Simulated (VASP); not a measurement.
Wanted: the native input for a VASP 6.6.1 run.

```
Task                               : single point
Functional                         : HSE06
Potentials or basis                : VASP PAW PBE potentials, release 64 (Ta_sv_GW, O)
Cutoff                             : 520 eV
k mesh                             : 5 × 5 × 4
Occupations                        : fermi-dirac, width 0.05 eV
Spin                               : no spin polarisation
Dipole correction                  : no
Grid for exact exchange (PRECFOCK) : Normal
Further INCAR settings             : ALGO = Normal; EDIFF = 1e-06; NBANDS = 16
Share of exact exchange            : 0.25
Screening parameter                : 0.2079 1/Å
```

The system is TaO.

```
Ta O
1.0
     3.06611    0.00000    0.00000
    -1.53306    2.65533    0.00000
     0.00000    0.00000    3.85502
Ta O
1 1
Direct
  0.00000 0.00000 0.50000
  0.00000 0.00000 0.00000
```

The input as run:

POSCAR

```
TaO
1.0
    3.0661100000      0.0000000000      0.0000000000
   -1.5330600000      2.6553300000      0.0000000000
    0.0000000000      0.0000000000      3.8550200000
Ta O
1 1
Direct
    0.0000000000      0.0000000000      0.5000000000
    0.0000000000      0.0000000000      0.0000000000
```

INCAR.step1

```
PREC     = Accurate       # precision mode
ENCUT    = 520            # plane-wave cutoff, eV
EDIFF    = 1E-5           # SCF threshold, eV
ISMEAR   = -1             # smearing method
SIGMA    = 0.05           # smearing width, eV
LREAL    = F              # projectors in reciprocal space
LASPH    = T              # aspherical terms in the spheres
NELM     = 120            # most SCF steps
ALGO     = Normal         # electronic algorithm
ISIF     = 2              # what is computed and relaxed
LWAVE    = T              # write WAVECAR
LCHARG   = F              # write CHGCAR
GGA      = PE             # functional
NBANDS   = 16             # bands
GGA_COMPAT= F
```

INCAR.step2

```
PREC     = Accurate       # precision mode
ENCUT    = 520            # plane-wave cutoff, eV
EDIFF    = 1E-6           # SCF threshold, eV
ISMEAR   = -1             # smearing method
SIGMA    = 0.05           # smearing width, eV
LREAL    = F              # projectors in reciprocal space
LASPH    = T              # aspherical terms in the spheres
NELM     = 120            # most SCF steps
ALGO     = Normal         # electronic algorithm
ISIF     = 2              # what is computed and relaxed
LWAVE    = F              # write WAVECAR
LCHARG   = F              # write CHGCAR
GGA      = PE             # functional
LHFCALC  = T              # exact exchange
HFSCREEN = 0.2079         # screening, 1/A
PRECFOCK = Normal       
ISTART   = 1            
NBANDS   = 16             # bands
GGA_COMPAT= F
```

KPOINTS

```
Automatic mesh
0
Gamma
  5 5 4
```

Potentials or basis: VASP PAW PBE potentials, release 64 (Ta_sv_GW, O).

The run is started by

```bash
$ cat potpaw_PBE.64/Ta_sv_GW/POTCAR potpaw_PBE.64/O/POTCAR > POTCAR
$ cp INCAR.step1 INCAR
$ mpirun -np 1 vasp_std > vasp.out
$ cp INCAR.step2 INCAR
$ mpirun -np 1 vasp_std > vasp.out
```

It gave:

The pressure is -6.7 GPa. The band gap on the k mesh is zero (an odd number of electrons rules out a gap without spin polarisation).

Caveat: the k points lie up to 0.47 Å⁻¹ apart, too coarse for converged energies and pressures of a metal; the PAW data sets were made with another functional, which shifts forces and pressure a little; spin-orbit coupling is left out, which moves the levels of the heavy elements; an odd number of electrons without spin polarisation forces a metal; a magnetic or distorted state may lie lower.

Run time: 29 min on 1 thread of Intel(R) Xeon(R) Platinum 8259CL CPU @ 2.50GHz (Skylake/Cascade Lake), with other jobs on the host, peak memory 0.27 GiB.
